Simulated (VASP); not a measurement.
Set up this calculation in VASP 6.6.1, as the native input.

| Quantity | Value |
| --- | --- |
| Task | single point |
| Functional | PBE |
| Potentials or basis | VASP PAW PBE potentials, release 64 (Cs_sv, Sn_d, I) |
| Cutoff | 520 eV |
| k mesh | 6 × 6 × 6 |
| Occupations | gaussian, width 0.02 eV |
| Spin | no spin polarisation |
| Dipole correction | no |
| Further INCAR settings | ALGO = Normal; EDIFF = 1e-06; NBANDS = 30 |

The structure of CsSnI3 lies in POSCAR:

```
CsSnI3
1.0
    6.2831694884      0.0000000000      0.0000000000
    0.0000000000      6.2831694884      0.0000000000
    0.0000000000      0.0000000000      6.2831694884
Cs Sn I
1 1 3
Direct
    0.0000000000      0.0000000000      0.0000000000
    0.5000000000      0.5000000000      0.5000000000
    0.0000000000      0.5000000000      0.5000000000
    0.5000000000      0.0000000000      0.5000000000
    0.5000000000      0.5000000000      0.0000000000
```

The input as run:

INCAR

```
PREC = Accurate ; ENCUT = 520
EDIFF = 1E-6 ; ISMEAR = 0
SIGMA = 0.02 ; LREAL = F
LASPH = T ; NELM = 80
ALGO = Normal ; ISIF = 2
LWAVE = F ; LCHARG = F
GGA = PE ; NBANDS = 30
```

KPOINTS

```
regular mesh
0
Gamma
  6 6 6
```

Potentials or basis: VASP PAW PBE potentials, release 64 (Cs_sv, Sn_d, I).

Launch:

```sh
$ cat potpaw_PBE.64/Cs_sv/POTCAR potpaw_PBE.64/Sn_d/POTCAR potpaw_PBE.64/I/POTCAR > POTCAR
$ mpirun -np 1 vasp_std > vasp.out
```

It gave:

The pressure is 0.0 GPa and the band gap on the k mesh is 0.47 eV, direct.

Caveat: spin-orbit coupling is left out, which moves the levels of the heavy elements.

Wall time 2.7 min on 1 thread of Oxide Virtual Turin-like Processor, on a shared host, peak memory 0.36 GiB.
